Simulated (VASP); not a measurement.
## SiMo3: relaxation of cell and atoms with PBE

Crystal: SiMo3.

```
Si Mo
1.0
     3.83229    0.00000    0.00000
     0.00000    3.83229    0.00000
     0.00000    0.00000    5.05775
Si Mo
1 3
Direct
  0.00000 0.00000 0.50000
  0.00000 0.00000 0.00000
  0.50000 0.50000 0.50000
  0.50000 0.50000 0.00000
```

```yaml
Program: VASP 6.6.1
Task: relaxation of cell and atoms
Functional: PBE
Potentials_or_basis: VASP PAW PBE potentials, release 64 (Si, Mo_sv)
Cutoff: 600 eV
k_mesh: 4 × 4 × 4
Occupations: gaussian, width 0.1 eV
Spin: no spin polarisation
Dipole_correction: no
Further_INCAR_settings: ALGO = Normal; EDIFF = 1e-06; IBRION = 2; EDIFFG = -0.04; NSW = 90; ISIF = 3
```

| Item | Value |
| --- | --- |
| Relaxed volume | 17.05 Å³/atom |
| Relaxed cell | a = 3.603 Å, b = 3.603 Å, c = 5.255 Å, α = 90.00°, β = 90.00°, γ = 90.00° |
| Space group after relaxing (to 0.05 Å) | P4/mmm (No. 123) |
| Energy gained by relaxing | 153.7 meV/atom |
| Ionic steps | 8 |
| Pressure after relaxing | 0.0 GPa |
| Band gap on the k mesh | zero (band 23 reaches 11.00 eV, above the bottom of band 24 at 9.69 eV) |

The path:
| step | energy change (eV) | largest force (eV/Å) | pressure (GPa) | volume (Å³) |
| --- | --- | --- | --- | --- |
| 1 | 0.0000 | 0.0000 | -10.85 | 74.28 |
| 2 | -0.1060 | 0.0000 | 24.09 | 61.26 |
| 3 | -0.5569 | 0.0000 | 3.61 | 66.78 |
| 4 | -0.5573 | 0.0000 | 4.05 | 66.63 |
| 5 | -0.5846 | 0.0000 | -0.87 | 68.81 |
| 6 | -0.6136 | 0.0000 | 0.90 | 67.86 |
| 7 | -0.6132 | 0.0000 | -1.03 | 68.59 |
| 8 | -0.6148 | 0.0000 | -0.01 | 68.20 |

Final structure:
```xyz
4
Lattice="3.6027 0.0000 0.0000 0.0000 3.6027 0.0000 0.0000 0.0000 5.2546" Properties=species:S:1:pos:R:3 pbc="T T T"
Si    0.0000    0.0000    2.6273
Mo    0.0000    0.0000    0.0000
Mo    1.8013    1.8013    2.6273
Mo    1.8013    1.8013    0.0000
```

Levels at points of the mesh, in eV from the Fermi level:
| k point | band 19 | band 20 | band 21 | band 22 | band 23 | band 24 | band 25 | band 26 | band 27 |
| --- | --- | --- | --- | --- | --- | --- | --- | --- | --- |
| (0.00, 0.00, 0.00) | -2.81 | -2.54 | -2.36 | -0.84 | 0.80 | 1.02 | 1.02 | 1.04 | 1.04 |
| (0.50, 0.00, 0.00) | -1.92 | -1.68 | -1.44 | -0.30 | -0.21 | -0.05 | 0.76 | 0.81 | 1.52 |
| (0.50, 0.50, 0.00) | -2.58 | -2.58 | -0.06 | 0.30 | 0.80 | 0.83 | 0.83 | 1.45 | 1.57 |
| (0.00, 0.00, 0.50) | -2.23 | -2.23 | -1.11 | -0.92 | -0.52 | -0.52 | 0.68 | 1.93 | 1.93 |
| (0.50, 0.00, 0.50) | -1.50 | -0.85 | -0.68 | -0.50 | -0.23 | -0.04 | 0.44 | 0.49 | 0.52 |
| (0.50, 0.50, 0.50) | -2.13 | -2.13 | -0.41 | 0.03 | 0.03 | 0.04 | 0.96 | 1.18 | 1.27 |

Run time: 6.3 min on 1 thread of Intel(R) Xeon(R) Platinum 8259CL CPU @ 2.50GHz (Skylake/Cascade Lake), on a shared host, peak memory 0.21 GiB.

Caveat: the k points lie up to 0.44 Å⁻¹ apart in the final cell.
